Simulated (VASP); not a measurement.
# Ga8P8H (a cell with a defect) in VASP: a series of runs

Ga8P8H (a cell with a defect) is run at these levels: PBE; tasks: single point, relaxation of the atoms.

Everything below comes from runs of VASP 6.6.1. Logs are shortened: lines on timing, memory, paths and dates and some standing lists are left out, and cuts for length are marked.

**1. The cell of the first run**

The cell holds a defect, 17 atoms: a = 7.785 Å, b = 7.785 Å, c = 7.785 Å, α = 60.00°, β = 60.00°, γ = 60.00°.

**2. Single point, PBE, collinear spin**

The input, INCAR:

```
  PREC = Accurate
  ENCUT = 520
  EDIFF = 1E-7
  ISMEAR = 0
  SIGMA = 0.01
  LREAL = Auto
  LASPH = True
  NELM = 150
  ALGO = Normal
  ISIF = 2
  LWAVE = False
  LCHARG = False
  ISPIN = 2
  MAGMOM = 0.091 0.091 0.091 0 0 0.091 0.091 0.091 0 0 0 0.091 0 0.091 0.091 0.091 0.091
  LORBIT = 11
  GGA = PE
  NBANDS = 90
```

The input, KPOINTS:

```
regular mesh
0
Gamma
  3 3 3
```

The input, POSCAR:

```
Ga8P8H
1.0
    0.0000000000      5.5051169764     -5.5051169764
    5.5051169764      5.5051169764      0.0000000000
    5.5051169764      0.0000000000     -5.5051169764
Ga P H
8 8 1
Direct
    0.4992033967      0.4992033967      0.0007966033
    0.4992033967      0.0007966033      0.0007966033
    1.0007966033      0.4992033967      0.0007966033
    1.0000000000      0.0000000000      0.0000000000
    0.5000000000      0.5000000000      0.5000000000
    0.4992033967      0.0007966033      0.4992033967
    1.0007966033      0.4992033967      0.4992033967
    1.0007966033      0.0007966033      0.4992033967
    0.3750661722      0.3750661722      0.3750661722
    0.3750661722      0.8748014833      0.3750661722
    0.8748014833      0.3750661722      0.3750661722
    0.8733585868      0.8733585868      0.3799242397
    0.3750661722      0.3750661722      0.8748014833
    0.3799242397      0.8733585868      0.8733585868
    0.8733585868      0.3799242397      0.8733585868
    0.8733585868      0.8733585868      0.8733585868
    0.7500000000      0.7500000000      0.7500000000
```

Potentials or basis: VASP PAW PBE potentials, release 64 (Ga_d, P, H).

On the command line:

```
cat potpaw_PBE.64/Ga_d/POTCAR potpaw_PBE.64/P/POTCAR potpaw_PBE.64/H/POTCAR > POTCAR
mpirun -np 1 vasp_std > vasp.out
```

OUTCAR:

```text
PREC = Accurate
   ENCUT = 520
   EDIFF = 1E-7
   ISMEAR = 0
   LREAL = Auto
   LASPH = True
   NELM = 150
   ISIF = 2
   ISPIN = 2
   LORBIT = 11
   GGA = PE

 ion  position               nearest neighbor table
   1  0.499  0.499  0.001-  14 2.38  15 2.38   9 2.38  13 2.38
   2  0.499  0.001  0.001-  14 2.38  16 2.38  10 2.38  13 2.38
   3  0.001  0.499  0.001-  15 2.38  16 2.38  11 2.38  13 2.38
   4  0.000  0.000  0.000-  16 2.42  14 2.42  15 2.42  12 2.42
   5  0.500  0.500  0.500-  10 2.38  11 2.38  13 2.38   9 2.38
   6  0.499  0.001  0.499-  12 2.38  14 2.38   9 2.38  10 2.38
[... 8 lines left out ...]
  15  0.873  0.380  0.873-   3 2.38   1 2.38   7 2.38   4 2.42
  16  0.873  0.873  0.873-   2 2.38   3 2.38   8 2.38   4 2.42
  17  0.750  0.750  0.750-

  LATTYP: Found a face centered cubic cell.
 ALAT       =    11.0102339528

  Lattice vectors:

 A1 = (   0.0000000000,   5.5051169764,  -5.5051169764)
 A2 = (   5.5051169764,   5.5051169764,   0.0000000000)
 A3 = (   5.5051169764,   0.0000000000,  -5.5051169764)

Analysis of symmetry for initial positions (statically):
=====================================================================
 Subroutine PRICEL returns:
 Original cell was already a primitive cell.

 Routine SETGRP: Setting up the symmetry group for a
 face centered cubic supercell.

 Subroutine GETGRP returns: Found 24 space group operations
 (whereof 24 operations were pure point group operations)
 out of a pool of 48 trial point group operations.

The static configuration has the point symmetry T_d .

Analysis of symmetry for dynamics (positions and initial velocities):
=====================================================================
 Subroutine PRICEL returns:
 Original cell was already a primitive cell.

 Routine SETGRP: Setting up the symmetry group for a
 face centered cubic supercell.

 Subroutine GETGRP returns: Found 24 space group operations
 (whereof 24 operations were pure point group operations)
 out of a pool of 48 trial point group operations.

The dynamic configuration has the point symmetry T_d .

Analysis of structural, dynamic, and magnetic symmetry:
=====================================================================
 Subroutine PRICEL returns:
 Original cell was already a primitive cell.

 Routine SETGRP: Setting up the symmetry group for a
 face centered cubic supercell.

 Subroutine GETGRP returns: Found 24 space group operations
[... 155 lines left out ...]
  ext. energy  EPLUGINS =         0.00000000
  ---------------------------------------------------
  free energy    TOTEN  =       -74.18680451 eV

  energy without entropy =      -74.18617764  energy(sigma->0) =      -74.18649107

 E-fermi :   4.7276     XC(G=0):  -9.7653

 val. band max:        4.7276142983   @ k =   0.3333   0.3333   0.0000
 cond. band min:       5.1149089970   @ k =  -0.3333   0.3333   0.0000
 fundamental gap:      0.3872946986
 Fermi energy:         4.7276142983

 spin component 1

 k-point     1 :       0.0000    0.0000    0.0000
  band No.  band energies     occupation
      1     -10.2245      1.00000
      2     -10.2245      1.00000
      3     -10.2245      1.00000
      4     -10.1835      1.00000
      5     -10.1776      1.00000
      6     -10.1776      1.00000
[... 337 lines left out ...]
     83       8.5417      0.00000
     84       8.6225      0.00000
 Fermi energy:         4.7276142983

 spin component 2

 k-point     1 :       0.0000    0.0000    0.0000
  band No.  band energies     occupation
      1     -10.2242      1.00000
      2     -10.2242      1.00000
      3     -10.2242      1.00000
      4     -10.1828      1.00000
      5     -10.1769      1.00000
      6     -10.1769      1.00000
[... 337 lines left out ...]
     83       8.5441      0.00000
     84       8.6274      0.00000
 [bands above 84 left out]

------------------------ aborting loop because EDIFF is reached ----------------------------------------

  FORCE on cell =-STRESS in cart. coord.  units (eV):
  Direction    XX          YY          ZZ          XY          YZ          ZX
  --------------------------------------------------------------------------------------
  -------------------------------------------------------------------------------------
  Total        0.7732362      0.7732362      0.7732362     -0.0000000      0.0000000      0.0000000
  in kB        3.7127278      3.7127278      3.7127278     -0.0000000      0.0000000      0.0000000
  external PRESSURE =       3.7127278 kB  Pullay stress =       0.0000000 kB

 VOLUME and BASIS-vectors are now :
 -----------------------------------------------------------------------------
  energy-cutoff  :      520.00
  volume of cell :      333.68
      direct lattice vectors                 reciprocal lattice vectors
     0.000000000  5.505116976 -5.505116976    -0.090824591  0.090824591 -0.090824591
     5.505116976  5.505116976  0.000000000     0.090824591  0.090824591  0.090824591
     5.505116976  0.000000000 -5.505116976     0.090824591 -0.090824591 -0.090824591

 POSITION                                       TOTAL-FORCE (eV/Angst)
 -----------------------------------------------------------------------------------
      2.75256      5.49635     -2.75256        -0.000000     -0.003676      0.000000
      0.00877      2.75256     -2.75256         0.003676     -0.000000      0.000000
      2.75256      2.75256     -0.00877        -0.000000     -0.000000     -0.003676
      0.00000      0.00000      0.00000         0.000000     -0.000000     -0.000000
      5.50512      5.50512     -5.50512         0.000000     -0.000000     -0.000000
      2.75256      2.75256     -5.49635        -0.000000     -0.000000      0.003676
[... 9 lines left out ...]
      9.61588      9.61588     -9.61588         0.000620      0.000620     -0.000620
      8.25768      8.25768     -8.25768         0.000000     -0.000000     -0.000000
 -----------------------------------------------------------------------------------
    total drift:                               -0.000015     -0.000015      0.000015

  FREE ENERGIE OF THE ION-ELECTRON SYSTEM (eV)
  ---------------------------------------------------
  free  energy   TOTEN  =       -74.1868045125 eV

  energy  without entropy=      -74.1861776352  energy(sigma->0) =      -74.18649107

 total charge

# of ion       s       p       d       tot
------------------------------------------
    1        0.864   0.813  10.010  11.687
    2        0.864   0.813  10.010  11.687
    3        0.864   0.813  10.010  11.687
    4        0.894   0.776   9.994  11.663
    5        0.857   0.818  10.007  11.682
    6        0.864   0.813  10.010  11.687
[... 9 lines left out ...]
   16        1.028   1.487   0.000   2.515
   17        0.406   0.008   0.000   0.414
--------------------------------------------------
tot         15.535  18.469  80.060 114.063

 magnetization (x)

# of ion       s       p       d       tot
------------------------------------------
    1        0.001   0.000   0.000   0.001
    2        0.001   0.000   0.000   0.001
    3        0.001   0.000   0.000   0.001
    4        0.002   0.010   0.000   0.012
    5        0.000  -0.000   0.000   0.000
    6        0.001   0.000   0.000   0.001
[... 9 lines left out ...]
   16        0.000   0.001   0.000   0.001
   17        0.027   0.000   0.000   0.028
--------------------------------------------------
tot          0.037   0.017   0.001   0.056
```

OSZICAR:

```text
N       E                     dE             d eps       ncg     rms          rms(c)
DAV:   1     0.155850786423E+04    0.15585E+04   -0.61604E+04  1624   0.236E+03
DAV:   2     0.283074076328E+03   -0.12754E+04   -0.12123E+04  1456   0.696E+02
[... 11 lines left out ...]
DAV:  14    -0.741868016467E+02   -0.43078E-05   -0.33217E-05  1944   0.214E-02    0.133E-02
DAV:  15    -0.741868038141E+02   -0.21674E-05   -0.41302E-06  1738   0.149E-02    0.587E-03
DAV:  16    -0.741868042962E+02   -0.48209E-06   -0.14120E-06  1720   0.525E-03    0.166E-03
DAV:  17    -0.741868044101E+02   -0.11391E-06   -0.11774E-07  1028   0.240E-03    0.107E-03
DAV:  18    -0.741868045130E+02   -0.10287E-06   -0.50449E-08   952   0.111E-03    0.550E-04
DAV:  19    -0.741868045125E+02    0.45111E-09   -0.26391E-08   944   0.108E-03
   1 F= -.74186805E+02 E0= -.74186491E+02  d E =-.626877E-03  mag=     0.1111
```

Run time: 13 min. Hardware: 1 thread of Intel Xeon 6975P-C, shared host; peak memory 0.74 GiB.

What came out:

- Free energy: -74.1868 eV
- Pressure: 0.4 GPa
- Largest force: 0.008 eV/Å
- Net moment: 0.11 μB per cell
- Site moments: Ga +0.00, +0.01; P +0.00; H +0.03 μB
- Valence electrons inside the program's atomic spheres: Ga 11.69, 11.66, 11.68; P 2.53, 2.52; H 0.41

Forces in eV/Å, atoms in the order of the input:
```
Ga   0.000 -0.004  0.000
Ga   0.004  0.000  0.000
Ga   0.000  0.000 -0.004
Ga   0.000  0.000  0.000
Ga   0.000  0.000  0.000
Ga   0.000  0.000  0.004
Ga  -0.004  0.000  0.000
Ga   0.000  0.004  0.000
P    0.004  0.004 -0.004
P   -0.004 -0.004 -0.004
P    0.004 -0.004  0.004
P   -0.001  0.001  0.001
P   -0.004  0.004  0.004
P    0.001 -0.001  0.001
P   -0.001 -0.001 -0.001
P    0.001  0.001 -0.001
H    0.000  0.000  0.000
```

Levels at points of the mesh, in eV from the Fermi level:
Spin up:
| k point | band 69 | band 70 | band 71 | band 72 | band 73 | band 74 | band 75 | band 76 | band 77 | band 78 |
| --- | --- | --- | --- | --- | --- | --- | --- | --- | --- | --- |
| (0.00, 0.00, 0.00) | -1.41 | -1.41 | -0.35 | -0.35 | -0.35 | 1.23 | 1.25 | 1.25 | 1.25 | 1.32 |
Spin down:
| k point | band 70 | band 71 | band 72 | band 73 | band 74 | band 75 | band 76 | band 77 |
| --- | --- | --- | --- | --- | --- | --- | --- | --- |
| (0.00, 0.00, 0.00) | -1.40 | -0.34 | -0.34 | -0.34 | 1.23 | 1.25 | 1.25 | 1.25 |

**3. Relaxation of the atoms, PBE, collinear spin**

The input, INCAR:

```
SYSTEM = Ga8P8H
ALGO     = Normal         ! electronic algorithm
EDIFF    = 1E-6           ! SCF threshold, eV
EDIFFG   = -0.025         ! ionic threshold
ENCUT    = 520            ! plane-wave cutoff, eV
GGA      = PE             ! functional
IBRION   = 2              ! ionic algorithm
ISIF     = 2              ! what is computed and relaxed
ISMEAR   = 0              ! smearing method
ISPIN    = 2              ! spin polarisation
LASPH    = .TRUE.         ! aspherical terms in the spheres
LCHARG   = .FALSE.        ! write CHGCAR
LORBIT   = 11             ! projections on sites
LREAL    = Auto         
LWAVE    = .FALSE.        ! write WAVECAR
MAGMOM   = 0.091 0.091 0.091 0 0 0.091 0.091 0.091 0 0 0 0.091 0 0.091 0.091 0.091 0.091 ! initial moments
NELM     = 150            ! most SCF steps
NSW      = 65             ! ionic steps
PREC     = Accurate       ! precision mode
SIGMA    = 0.01           ! smearing width, eV
```

The input, KPOINTS:

```
k-points
0
G
  1 1 1
  0 0 0
```

The input, POSCAR:

```
Ga8P8H
1.0
    0.0000000000      5.5051169764     -5.5051169764
    5.5051169764      5.5051169764      0.0000000000
    5.5051169764      0.0000000000     -5.5051169764
Ga P H
8 8 1
Direct
    0.5000000000      0.5000000000      0.0000000000
    0.5000000000      0.0000000000      0.0000000000
    1.0000000000      0.5000000000      0.0000000000
    1.0000000000      0.0000000000      0.0000000000
    0.5000000000      0.5000000000      0.5000000000
    0.5000000000      0.0000000000      0.5000000000
    1.0000000000      0.5000000000      0.5000000000
    1.0000000000      0.0000000000      0.5000000000
    0.3750000000      0.3750000000      0.3750000000
    0.3750000000      0.8750000000      0.3750000000
    0.8750000000      0.3750000000      0.3750000000
    0.8750000000      0.8750000000      0.3750000000
    0.3750000000      0.3750000000      0.8750000000
    0.3750000000      0.8750000000      0.8750000000
    0.8750000000      0.3750000000      0.8750000000
    0.8750000000      0.8750000000      0.8750000000
    0.7500000000      0.7500000000      0.7500000000
```

Potentials or basis: VASP PAW PBE potentials, release 64 (Ga_d, P, H).

On the command line:

```
cat potpaw_PBE.64/Ga_d/POTCAR potpaw_PBE.64/P/POTCAR potpaw_PBE.64/H/POTCAR > POTCAR
mpirun -np 1 vasp_gam > vasp.out
```

Wall time 8.1 min (1 thread of AMD EPYC 7R13 (Zen 3), shared host); peak memory 0.64 GiB.

Results (log left out):

- Free energy: -58.2943 eV
- Energy gained by relaxing: 24.9 meV/atom
- Ionic steps: 7
- Pressure after relaxing: 7.1 GPa
- Largest force after relaxing: 0.021 eV/Å
- Band gap on the k mesh: zero (filled and empty bands touch)
- Net moment: 1.00 μB per cell
- Site moments: Ga +0.01, +0.04, +0.00; P +0.04, +0.08; H -0.00 μB
- Valence electrons inside the program's atomic spheres: Ga 11.71, 11.57, 11.64; P 2.60, 2.58; H 0.46

Forces on the atoms (eV/Å):
```
Ga   0.000  0.002  0.000
Ga  -0.002  0.000  0.000
Ga   0.000  0.000  0.002
Ga   0.000  0.000  0.000
Ga   0.000  0.000  0.000
Ga   0.000  0.000 -0.002
Ga   0.002  0.000  0.000
Ga   0.000 -0.002  0.000
P    0.009  0.009 -0.009
P   -0.009 -0.009 -0.009
P    0.009 -0.009  0.009
P    0.012 -0.012 -0.012
P   -0.009  0.009  0.009
P   -0.012  0.012 -0.012
P    0.012  0.012  0.012
P   -0.012 -0.012  0.012
H    0.000  0.000  0.000
```

Step by step:
```tsv
step	energy change (eV)	largest force (eV/Å)	pressure (GPa)
1	0.0000	1.1086	6.34
2	-0.2457	0.6773	6.54
3	-0.3364	0.3031	6.91
4	-0.3771	0.1973	6.91
5	-0.4150	0.1338	7.02
6	-0.4166	0.1066	6.98
7	-0.4225	0.0211	7.10
```

Final structure:
```
Ga P H
1.0
     0.00000    5.50512   -5.50512
     5.50512    5.50512    0.00000
     5.50512    0.00000   -5.50512
Ga P H
8 8 1
Cartesian
  8.2577 5.5113 -8.2577
  11.0040 8.2577 -8.2577
  8.2577 8.2577 -11.0040
  0.0000 0.0000 0.0000
  5.5051 5.5051 -5.5051
  8.2577 8.2577 -5.5113
  5.5113 8.2577 -8.2577
  8.2577 11.0040 -8.2577
  4.1179 4.1179 -4.1179
  6.8924 6.8924 -4.1179
  4.1179 6.8924 -6.8924
  6.9947 9.5207 -6.9947
  6.8924 4.1179 -6.8924
  9.5207 6.9947 -6.9947
  6.9947 6.9947 -9.5207
  9.5207 9.5207 -9.5207
  8.2577 8.2577 -8.2577
```

Levels at points of the mesh, in eV from the Fermi level:
Spin up:
```
           k point  band 70  band 71  band 72  band 73  band 74  band 75  band 76  band 77
(0.00, 0.00, 0.00)    -1.09    -0.13    -0.13    -0.13     1.20     1.20     1.20     1.21
```
Spin down:
```tsv
k point	band 70	band 71	band 72	band 73	band 74	band 75	band 76	band 77
(0.00, 0.00, 0.00)	-1.00	0.00	0.00	0.00	1.23	1.23	1.23	1.24
```

Caveat: the k points lie up to 0.99 Å⁻¹ apart.

**4. Relaxation of the atoms, PBE**

The input, INCAR:

```
  PREC = Accurate
  ENCUT = 520
  EDIFF = 1E-6
  ISMEAR = 0
  SIGMA = 0.01
  LREAL = Auto
  LASPH = True
  NELM = 60
  ALGO = Normal
  ISIF = 2
  LWAVE = False
  LCHARG = False
  GGA = PE
  IBRION = 2
  NSW = 65
  EDIFFG = -0.025
  NELECT = 144.0
```

The input, KPOINTS:

```
regular mesh
0
Gamma
  2 2 2
```

The input, POSCAR:

```
Ga8P8H
1.0
    0.0000000000      5.5051169748     -5.5051169748
    5.5051169748      5.5051169748      0.0000000000
    5.5051169748      0.0000000000     -5.5051169748
Ga P H
8 8 1
Direct
    0.4993324828      0.4993324828      0.0006675172
    0.4993324828      0.0006675172      0.0006675172
    1.0006675172      0.4993324828      0.0006675172
    1.0000000000      0.0000000000      0.0000000000
    0.5000000000      0.5000000000      0.5000000000
    0.4993324828      0.0006675172      0.4993324828
    1.0006675172      0.4993324828      0.4993324828
    1.0006675172      0.0006675172      0.4993324828
    0.3750173769      0.3750173769      0.3750173769
    0.3750173769      0.8749478694      0.3750173769
    0.8749478694      0.3750173769      0.3750173769
    0.8729723368      0.8729723368      0.3810829896
    0.3750173769      0.3750173769      0.8749478694
    0.3810829896      0.8729723368      0.8729723368
    0.8729723368      0.3810829896      0.8729723368
    0.8729723368      0.8729723368      0.8729723368
    0.7500000000      0.7500000000      0.7500000000
```

On the command line:

```
cat potpaw_PBE.64/Ga_d/POTCAR potpaw_PBE.64/P/POTCAR potpaw_PBE.64/H/POTCAR > POTCAR
mpirun -np 1 vasp_std > vasp.out
```

It used 1700 s of CPU time on 1 thread of AMD EPYC 7R13 Processor (Zen 3), on a shared host.

It converged, with:

| Property | Result |
| --- | --- |
| Free energy | -77.5932 eV |
| Energy gained by relaxing | 0.3 meV/atom |
| Ionic steps | 5 |
| Largest force after relaxing | 0.007 eV/Å |

Forces in eV/Å, atoms in the order of the input:
```
Ga   0.000 -0.002  0.000
Ga   0.002  0.000  0.000
Ga   0.000  0.000 -0.002
Ga   0.000  0.000  0.000
Ga   0.000  0.000  0.000
Ga   0.000  0.000  0.002
Ga  -0.002  0.000  0.000
Ga   0.000  0.002  0.000
P   -0.001 -0.001  0.001
P    0.001  0.001  0.001
P   -0.001  0.001 -0.001
P    0.004 -0.004 -0.004
P    0.001 -0.001 -0.001
P   -0.004  0.004 -0.004
P    0.004  0.004  0.004
P   -0.004 -0.004  0.004
H    0.000  0.000  0.000
```

Step by step:
```tsv
step	energy change (eV)	largest force (eV/Å)	pressure (GPa)
1	0.0000	0.1078	-3.88
2	-0.0035	0.0538	-3.88
3	-0.0049	0.0272	-3.88
4	-0.0049	0.0257	-3.89
5	-0.0050	0.0072	-3.90
```

Final structure:
```
CELL_PARAMETERS angstrom
0.00000 5.50512 -5.50512
5.50512 5.50512 0.00000
5.50512 0.00000 -5.50512
ATOMIC_POSITIONS crystal
Ga 0.49833 0.49833 0.00167
Ga 0.49833 0.00167 0.00167
Ga 0.00167 0.49833 0.00167
Ga 0.00000 0.00000 0.00000
Ga 0.50000 0.50000 0.50000
Ga 0.49833 0.00167 0.49833
Ga 0.00167 0.49833 0.49833
Ga 0.00167 0.00167 0.49833
P 0.37529 0.37529 0.37529
P 0.37529 0.87414 0.37529
P 0.87414 0.37529 0.37529
P 0.87257 0.87257 0.38228
P 0.37529 0.37529 0.87414
P 0.38228 0.87257 0.87257
P 0.87257 0.38228 0.87257
P 0.87257 0.87257 0.87257
H 0.75000 0.75000 0.75000
```

Levels at points of the mesh, in eV from the Fermi level:
```
           k point  band 70  band 71  band 72  band 73  band 74  band 75
(0.00, 0.00, 0.00)    -1.02     0.03     0.03     0.03     1.64     1.67
(0.50, 0.00, 0.00)    -0.63    -0.57    -0.57     0.00     2.08     2.21
(0.50, 0.50, 0.00)    -1.10    -1.10    -1.09     0.46     2.28     2.78
```

Caveat: the k points lie up to 0.49 Å⁻¹ apart; the cell carries a net charge on a neutralising background, which shifts energy and pressure; the cell is charged against a uniform background, so pressure and absolute levels hang on convention.
